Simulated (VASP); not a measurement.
A run of VASP 6.6.1 is set up as follows.

Contents of INCAR:

```
SYSTEM = Pb2O
PREC     = Accurate       ! precision mode
ENCUT    = 520            ! plane-wave cutoff, eV
EDIFF    = 1E-7           ! SCF threshold, eV
ISMEAR   = 0              ! smearing method
SIGMA    = 0.1            ! smearing width, eV
LREAL    = .False.        ! projectors in reciprocal space
LASPH    = .True.         ! aspherical terms in the spheres
NELM     = 80             ! most SCF steps
ALGO     = Normal         ! electronic algorithm
ISIF     = 2              ! what is computed and relaxed
LWAVE    = .False.        ! write WAVECAR
LCHARG   = .True.         ! write CHGCAR
GGA      = PS             ! functional
LELF     = .True.         ! ELF
LVHAR    = .True.       
NBANDS   = 43             ! bands
```

The input KPOINTS:

```
regular mesh
0
Gamma
  8 8 8
  0 0 0
```

The input POSCAR:

```
Pb2O
1.0
    4.8812501399      0.0000000000      0.0000000000
    0.0000000000      4.8812501399      0.0000000000
    0.0000000000      0.0000000000      4.8812501399
Pb O
4 2
Direct
    0.2500000000      0.2500000000      0.2500000000
    0.7500000000      0.7500000000      0.2500000000
    0.2500000000      0.7500000000      0.7500000000
    0.7500000000      0.2500000000      0.7500000000
    0.0000000000      0.0000000000      0.0000000000
    0.5000000000      0.5000000000      0.5000000000
```

Potentials or basis: VASP PAW PBE potentials, release 64 (Pb_d, O).

The run is started by

```bash
$ cat potpaw_PBE.64/Pb_d/POTCAR potpaw_PBE.64/O/POTCAR > POTCAR
$ mpirun -np 1 vasp_std > vasp.out
```

(1) What does it give for the pressure?

(2) Predict the band gap on the k mesh.

Results:

(1) 30.0 GPa.

(2) zero (bands 34 and 35 overlap by 0.95 eV).

Caveat: the cell stands under pressure; the PAW data sets were made with another functional, which shifts forces and pressure a little; spin-orbit coupling is left out, which moves the levels of the heavy elements.
